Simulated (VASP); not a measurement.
# VN (Fm-3m) in VASP: further runs

VN is run at these levels: r2SCAN; tasks: single point.

Program: VASP 6.6.1. These are calculated values, not measurements. Logs are shortened: lines on timing, memory, paths and dates and some standing lists are left out, and cuts for length are marked.

## Step 1: The cell of the first run

The structure is cubic, space group Fm-3m (No. 225). Conventional cell: a = 4.122 Å, b = 4.122 Å, c = 4.122 Å, α = 90.00°, β = 90.00°, γ = 90.00°. V (site symmetry m-3m) has 6 N at 2.06 Å within 2.7 Å. Within 2.7 Å of N (site symmetry m-3m) lie 6 V at 2.06 Å.

## Step 2: Single point, r2SCAN

Contents of POSCAR:

```
VN
1.0
    0.0000000000      2.0608700000      2.0608700000
    2.0608700000      0.0000000000      2.0608700000
    2.0608700000      2.0608700000      0.0000000000
V N
1 1
Direct
    0.0000000000      0.0000000000      0.0000000000
    0.5000000000      0.5000000000      0.5000000000
```

Contents of INCAR.step1:

```
SYSTEM = VN
  PREC = Accurate
  ENCUT = 660
  ISMEAR = -1
  SIGMA = 0.1
  LREAL = .False.
  LASPH = .True.
  NELM = 120
  NBANDS = 16
  GGA = PE
  ALGO = Normal
  EDIFF = 1E-5
  LWAVE = .True.
  LCHARG = .False.
  GGA_COMPAT = .False.
```

Contents of INCAR.step2:

```
SYSTEM = VN
  PREC = Accurate
  ENCUT = 660
  EDIFF = 1E-6
  ISMEAR = -1
  SIGMA = 0.1
  LREAL = .False.
  LASPH = .True.
  NELM = 120
  ALGO = Normal
  ISIF = 2
  LWAVE = .False.
  LCHARG = .True.
  METAGGA = R2SCAN
  LMIXTAU = .True.
  LELF = .True.
  LVHAR = .True.
  NBANDS = 16
  ISTART = 1
  GGA_COMPAT = .False.
```

Contents of KPOINTS:

```
Automatic mesh
0
Gamma
  4 4 4
  0.5 0.5 0.5
```

Potentials or basis: VASP PAW PBE potentials, release 64 (V_sv, N).

Started as:

```console
$ cat potpaw_PBE.64/V_sv/POTCAR potpaw_PBE.64/N/POTCAR > POTCAR
$ cp INCAR.step1 INCAR
$ mpirun -np 1 vasp_std > vasp.out
$ cp INCAR.step2 INCAR
$ mpirun -np 1 vasp_std > vasp.out
```

OUTCAR:

```text
SYSTEM = VN
   PREC = Accurate
   ENCUT = 660
   EDIFF = 1E-6
   ISMEAR = -1
   LREAL = .False.
   LASPH = .True.
   NELM = 120
   ISIF = 2
   METAGGA = R2SCAN
   ISTART = 1

 ion  position               nearest neighbor table
   1  0.000  0.000  0.000-   2 2.06   2 2.06   2 2.06   2 2.06   2 2.06   2 2.06
   2  0.500  0.500  0.500-   1 2.06   1 2.06   1 2.06   1 2.06   1 2.06   1 2.06

  LATTYP: Found a face centered cubic cell.
 ALAT       =     4.1217400000

  Lattice vectors:

 A1 = (   0.0000000000,   2.0608700000,   2.0608700000)
 A2 = (   2.0608700000,   0.0000000000,   2.0608700000)
 A3 = (   2.0608700000,   2.0608700000,   0.0000000000)

Analysis of symmetry for initial positions (statically):
=====================================================================
 Subroutine PRICEL returns:
 Original cell was already a primitive cell.

 Routine SETGRP: Setting up the symmetry group for a
 face centered cubic supercell.

 Subroutine GETGRP returns: Found 48 space group operations
 (whereof 48 operations were pure point group operations)
 out of a pool of 48 trial point group operations.

The static configuration has the point symmetry O_h .

Analysis of symmetry for dynamics (positions and initial velocities):
=====================================================================
 Subroutine PRICEL returns:
 Original cell was already a primitive cell.

 Routine SETGRP: Setting up the symmetry group for a
 face centered cubic supercell.

 Subroutine GETGRP returns: Found 48 space group operations
 (whereof 48 operations were pure point group operations)
 out of a pool of 48 trial point group operations.

The dynamic configuration has the point symmetry O_h .

 Subroutine INISYM returns: Found 48 space group operations
 (whereof 48 operations are pure point group operations),
 and found     1 'primitive' translations

----------------------------------------------------------------------------------------

                                     Primitive cell

  volume of cell :      17.5058

  direct lattice vectors                    reciprocal lattice vectors
     0.000000000  2.060870000  2.060870000    -0.242615983  0.242615983  0.242615983
     2.060870000  0.000000000  2.060870000     0.242615983 -0.242615983  0.242615983
     2.060870000  2.060870000  0.000000000     0.242615983  0.242615983 -0.242615983

  length of vectors
     2.914510304  2.914510304  2.914510304     0.420223209  0.420223209  0.420223209

  position of ions in fractional coordinates (direct lattice)
     0.000000000  0.000000000  0.000000000
     0.500000000  0.500000000  0.500000000

  ion indices of the primitive-cell ions
   primitive index   ion index
                 1           1
                 2           2

----------------------------------------------------------------------------------------

 KPOINTS: Automatic mesh

Automatic generation of k-mesh.
 Grid dimensions read from file:
 generate k-points for:    4    4    4

 Generating k-lattice:

  Cartesian coordinates                     Fractional coordinates (reciprocal lattice)
    -0.060653996  0.060653996  0.060653996     0.250000000  0.000000000  0.000000000
     0.060653996 -0.060653996  0.060653996     0.000000000  0.250000000  0.000000000
     0.060653996  0.060653996 -0.060653996     0.000000000  0.000000000  0.250000000

  Length of vectors
     0.105055802  0.105055802  0.105055802

  Shift w.r.t. Gamma in fractional coordinates (k-lattice)
     0.500000000  0.500000000  0.500000000

 Subroutine IBZKPT returns following result:
 ===========================================

 Found     10 irreducible k-points:

 Following reciprocal coordinates:
            Coordinates               Weight
  0.125000  0.125000  0.125000      8.000000
  0.375000  0.125000  0.125000     24.000000
 -0.375000  0.125000  0.125000     24.000000
 -0.125000  0.125000  0.125000     24.000000
  0.375000  0.375000  0.125000     24.000000
 -0.375000  0.375000  0.125000     48.000000
 -0.125000  0.375000  0.125000     48.000000
 -0.375000 -0.375000  0.125000     24.000000
  0.375000  0.375000  0.375000      8.000000
 -0.375000  0.375000  0.375000     24.000000
   k-points           NKPTS =     10   k-points in BZ     NKDIM =     10   number of bands    NBANDS=     16
   number of dos      NEDOS =    301   number of ions     NIONS =      2
   total plane-waves  NPLWV =  13824
   dimension x,y,z NGX =    24 NGY =   24 NGZ =   24
   dimension x,y,z NGXF=    48 NGYF=   48 NGZF=   48
   ions per type =               1   1
   NGX,Y,Z   is equivalent  to a cutoff of  13.69, 13.69, 13.69 a.u.
   NGXF,Y,Z  is equivalent  to a cutoff of  27.38, 27.38, 27.38 a.u.
 SYSTEM =  VN
   PREC   = accura    normal or accurate (medium, high low for compatibility)
   ISTART =      1    job   : 0-new  1-cont  2-samecut
   ICHARG =      0    charge: 1-file 2-atom 10-const
   ISPIN  =      1    spin polarized calculation?
   LNONCOLLINEAR =      F non collinear calculations
   LSORBIT =      F    spin-orbit coupling
   LASPH  =      T    aspherical Exc in radial PAW
   ENCUT  =  660.0 eV  48.51 Ry    6.96 a.u.   6.11  6.11  6.11*2*pi/ulx,y,z
   NELM   =    120;   NELMIN=  2; NELMDL=  0     # of ELM steps
   EDIFF  = 0.1E-05   stopping-criterion for ELM
   LREAL  =      F    real-space projection
   EDIFFG = 0.1E-04   stopping-criterion for IOM
   NSW    =      0    number of steps for IOM
   IBRION =     -1    ionic relax: 0-MD 1-quasi-New 2-CG
   NFREE  =      0    steps in history (QN), initial steepest desc. (CG)
   ISIF   =      2    stress and relaxation
   ISYM   =      2    0-nonsym 1-usesym 2-fastsym
   POTIM  = 0.5000    time-step for ionic-motion
   TEBEG  =    0.0;   TEEND  =   0.0 temperature during run
   PSTRESS=    0.0 pullay stress
   NELECT =      18.0000    total number of electrons
   NUPDOWN=      -1.0000    fix difference up-down
   EMIN   =  10.00;   EMAX   =-10.00  energy-range for DOS
   EFERMI =   0.00;   METHOD = LEGACY
   ISMEAR =    -1;   SIGMA  =   0.10  broadening in eV -4-tet -1-fermi 0-gaus
   EFERMI_NEDOS =   21; number of points for ismear=-14 and -15
   IALGO  =     38    algorithm
   IMIX   =      4    mixing-type and parameters
     AMIX     =   0.40;   BMIX     =  1.00
     AMIX_MAG =   1.60;   BMIX_MAG =  1.00
  volume/ion in A,a.u.               =       8.75        59.07
  Fermi-wavevector in a.u.,A,eV,Ry     =   1.652362  3.122510 37.147967  2.730299
  Thomas-Fermi vector in A             =   2.740984
   LORBIT       =      0    0 simple, 1 ext, 2 COOP (PROOUT), +10 PAW based schemes
   METAGGA = R2SCAN    functional components
   LHFCALC =     F    Hartree Fock is set to
   AEXX    =    0.0000 exact exchange contribution
   IVDW    =     0    specifies the selected vdW correction
   LEPSILON=     F    determine dielectric tensor
   LRPA    =     F    only Hartree local field effects (RPA)
 non-spin polarized calculation
  energy-cutoff  :      660.00
  volume of cell :       17.51
 maximum number of plane-waves:       680
   NGX = 13   NGY = 13   NGZ = 13

 number of electron      18.0000005 magnetization

 Free energy of the ion-electron system (eV)
  ---------------------------------------------------
  ext. energy  EPLUGINS =         0.00000000
  ---------------------------------------------------
  free energy    TOTEN  =       -25.64916156 eV

  energy without entropy =      -25.59842859  energy(sigma->0) =      -25.62379507

 E-fermi :  12.0632     XC(G=0): -14.5477

 val. band max:       11.9318706003   @ k =  -0.1250   0.1250   0.1250
 cond. band min:      12.1448925392   @ k =  -0.3750   0.3750   0.3750
 fundamental gap:      0.2130219389
 Fermi energy:        12.0631506213

 k-point     1 :       0.1250    0.1250    0.1250
  band No.  band energies     occupation
      1     -56.0349      2.00000
      2     -28.6351      2.00000
      3     -28.5658      2.00000
      4     -28.5658      2.00000
      5      -6.7063      2.00000
      6       7.9583      2.00000
[... 8 lines left out ...]
     15      26.6752      0.00000
     16      32.1343      0.00000

 k-point     2 :       0.3750    0.1250    0.1250
  band No.  band energies     occupation
      1     -55.9928      2.00000
      2     -28.8756      2.00000
      3     -28.6475      2.00000
      4     -28.5812      2.00000
      5      -5.3861      2.00000
      6       4.7187      2.00000
[... 8 lines left out ...]
     15      25.5221      0.00000
     16      28.4997      0.00000

 k-point     3 :      -0.3750    0.1250    0.1250
  band No.  band energies     occupation
      1     -55.9680      2.00000
      2     -29.0268      2.00000
      3     -28.6471      2.00000
      4     -28.6222      2.00000
      5      -4.4696      2.00000
      6       3.2305      2.00000
[... 8 lines left out ...]
     15      26.6115      0.00000
     16      27.1819      0.00000

 k-point     4 :      -0.1250    0.1250    0.1250
  band No.  band energies     occupation
      1     -56.0103      2.00000
      2     -28.7612      2.00000
      3     -28.6069      2.00000
      4     -28.5965      2.00000
      5      -6.0121      2.00000
      6       5.6526      2.00000
[... 8 lines left out ...]
     15      26.1781      0.00000
     16      30.4176      0.00000

 k-point     5 :       0.3750    0.3750    0.1250
  band No.  band energies     occupation
      1     -55.9756      2.00000
      2     -28.8877      2.00000
      3     -28.6770      2.00000
      4     -28.6653      2.00000
      5      -5.3078      2.00000
      6       4.4938      2.00000
[... 8 lines left out ...]
     15      26.0170      0.00000
     16      27.0918      0.00000

 k-point     6 :      -0.3750    0.3750    0.1250
  band No.  band energies     occupation
      1     -55.9510      2.00000
      2     -28.9156      2.00000
      3     -28.8033      2.00000
      4     -28.6978      2.00000
      5      -4.8017      2.00000
      6       4.8321      2.00000
[... 8 lines left out ...]
     15      25.3507      0.00000
     16      25.7935      0.00000

 k-point     7 :      -0.1250    0.3750    0.1250
  band No.  band energies     occupation
      1     -55.9682      2.00000
      2     -28.9410      2.00000
      3     -28.7182      2.00000
      4     -28.6322      2.00000
      5      -4.8340      2.00000
      6       4.0576      2.00000
[... 8 lines left out ...]
     15      25.4601      0.00000
     16      26.9075      0.00000

 k-point     8 :      -0.3750   -0.3750    0.1250
  band No.  band energies     occupation
      1     -55.9511      2.00000
      2     -28.9544      2.00000
      3     -28.7469      2.00000
      4     -28.7066      2.00000
      5      -5.1337      2.00000
      6       4.9036      2.00000
[... 8 lines left out ...]
     15      25.3796      0.00000
     16      26.1739      0.00000

 k-point     9 :       0.3750    0.3750    0.3750
  band No.  band energies     occupation
      1     -55.9824      2.00000
      2     -28.9908      2.00000
      3     -28.5979      2.00000
      4     -28.5979      2.00000
      5      -4.8371      2.00000
      6       3.6294      2.00000
[... 8 lines left out ...]
     15      26.4663      0.00000
     16      28.3823      0.00000

 k-point    10 :      -0.3750    0.3750    0.3750
  band No.  band energies     occupation
      1     -55.9580      2.00000
      2     -28.9492      2.00000
      3     -28.7798      2.00000
      4     -28.6397      2.00000
      5      -4.5998      2.00000
      6       3.9859      2.00000
[... 8 lines left out ...]
     15      25.1699      0.00000
     16      26.7054      0.00000

------------------------ aborting loop because EDIFF is reached ----------------------------------------

  FORCE on cell =-STRESS in cart. coord.  units (eV):
  Direction    XX          YY          ZZ          XY          YZ          ZX
  --------------------------------------------------------------------------------------
  -------------------------------------------------------------------------------------
  Total       -0.4161776     -0.4161776     -0.4161776      0.0000000      0.0000000     -0.0000000
  in kB      -38.0896915    -38.0896915    -38.0896915      0.0000000      0.0000000     -0.0000000
  external PRESSURE =     -38.0896915 kB  Pullay stress =       0.0000000 kB

 VOLUME and BASIS-vectors are now :
 -----------------------------------------------------------------------------
  energy-cutoff  :      660.00
  volume of cell :       17.51
      direct lattice vectors                 reciprocal lattice vectors
     0.000000000  2.060870000  2.060870000    -0.242615983  0.242615983  0.242615983
     2.060870000  0.000000000  2.060870000     0.242615983 -0.242615983  0.242615983
     2.060870000  2.060870000  0.000000000     0.242615983  0.242615983 -0.242615983

 POSITION                                       TOTAL-FORCE (eV/Angst)
 -----------------------------------------------------------------------------------
      0.00000      0.00000      0.00000        -0.000000     -0.000000     -0.000000
      2.06087      2.06087      2.06087         0.000000      0.000000      0.000000
 -----------------------------------------------------------------------------------
    total drift:                                0.000000     -0.000000     -0.000000

  FREE ENERGIE OF THE ION-ELECTRON SYSTEM (eV)
  ---------------------------------------------------
  free  energy   TOTEN  =       -25.6491615626 eV

  energy  without entropy=      -25.5984285853  energy(sigma->0) =      -25.62379507
```

Wall time 12 s (1 thread of Intel Xeon Platinum 8488C (Sapphire Rapids), shared host); peak memory 0.14 GiB.

Results:

```
Free energy            : -25.6492 eV
Pressure               : -3.8 GPa
Band gap on the k mesh : zero (bands 9 and 10 overlap by 1.46 eV)
```

Caveat: the k points lie up to 0.66 Å⁻¹ apart, too coarse for converged energies and pressures of a metal; the PAW data sets were made with another functional, which shifts forces and pressure a little; the run has no spin polarisation, though such a crystal can be magnetic. With open d or f shells a metallic result of r2SCAN can be an artefact of self-interaction; +U or a hybrid may open a gap.

(Continued in part 2 of 2.)
